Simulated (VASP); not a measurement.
**HfB2: single point with PBE**

Crystal: HfB2.

```
Hf B
1.0
     3.14000    0.03140    0.03140
    -1.54281    2.70362    0.01149
     0.03480    0.03480    3.48000
Hf B
1 2
Direct
  0.00000 0.00000 0.00000
  0.33333 0.66667 0.50000
  0.66667 0.33333 0.50000
```

This cell differs from its parent crystal: equal xy, yz and zx shear strains of +2 %.

| Quantity | Value |
| --- | --- |
| Program | VASP 6.6.1 |
| Task | single point |
| Functional | PBE |
| Potentials or basis | VASP PAW PBE potentials, release 64 (Hf_pv, B) |
| Cutoff | 520 eV |
| k mesh | 13 × 13 × 11 |
| Occupations | fermi-dirac, width 0.05 eV |
| Spin | no spin polarisation |
| Dipole correction | no |
| Further INCAR settings | ALGO = Normal; EDIFF = 1e-06; NBANDS = 15 |

The pressure is 1.3 GPa and the largest force is 0.022 eV/Å. The band gap on the k mesh is zero (bands 8 and 9 overlap by 0.97 eV).

Forces in eV/Å, atoms in the order of the input:
```
Hf   0.000  0.000  0.000
B    0.020  0.006 -0.006
B   -0.020 -0.006  0.006
```

Stress tensor (GPa, compression positive):
```
 1.21 -5.33 -5.21
-5.33  1.24 -5.20
-5.21 -5.20  1.60
```

Levels at points of the mesh, in eV from the Fermi level:
| k point | band 4 | band 5 | band 6 | band 7 | band 8 | band 9 | band 10 | band 11 | band 12 | band 13 |
| --- | --- | --- | --- | --- | --- | --- | --- | --- | --- | --- |
| (0.00, 0.00, 0.00) | -13.84 | -3.12 | -3.05 | -2.87 | -2.86 | 3.78 | 3.91 | 4.55 | 4.64 | 4.76 |

Wall time 110 s on 1 thread of Intel(R) Xeon(R) 6975P-C (Granite Rapids), with other jobs on the host, peak memory 0.49 GiB.

Caveat: the cell differs from its parent crystal (equal xy, yz and zx shear strains of +2 %); spin-orbit coupling is left out, which moves the levels of the heavy elements.
